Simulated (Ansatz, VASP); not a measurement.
**One calculation of HfSiO4, two programs**

```xyz
6
Lattice="5.2090 0.0000 0.0000 -2.6045 4.5111 0.0000 0.0000 0.0000 2.7529" Properties=species:S:1:pos:R:3 pbc="T T T"
Hf    0.0000    0.0000    0.0000
Si    0.0000    3.0074    0.0000
O     2.6045    1.5037    0.0000
O    -1.1250    2.3579    1.3764
O     1.1250    2.3579    1.3764
O     0.0000    4.3064    1.3764
```

Change from the starting cell: species swapped into the CeCuPt4 type (P-6m2, No. 187).

Alike in both runs: functional PBE; k mesh 6 × 6 × 4; occupations gaussian, width 0.1 eV; no spin polarisation.

Ansatz relaxed the structure, and its values are those at the end. VASP's run is a single point on that final structure, the one shown.

|  | VASP | Ansatz |
| --- | --- | --- |
| version | VASP 6.6.1 | Ansatz 0.2.0 |
| potentials or method | VASP PAW PBE potentials, release 64 (Hf_pv, Si, O), cutoff 520 eV | scalar-relativistic, plane waves, PAW |
| valence electrons in the cell | 38 | 54 |

```tsv
	VASP	Ansatz	Ansatz less VASP
gap on the k mesh at the Fermi level (eV)	none	none	-
pressure (GPa)	-0.2	0.1	+0.32
rms of the force components (eV/Å)	0.016	0.003	-0.0134
```

A gap of «none» marks a metal or a gap that the smearing closes. The functional is the same, so the differences come from potentials, cutoffs and numerics. VASP's potentials hold 38 valence electrons a cell and Ansatz's 54, so a difference there can come from the potentials and not from the codes.

The k mesh is coarse, so the values compare programs but aren't converged. Spin-orbit coupling is off throughout.
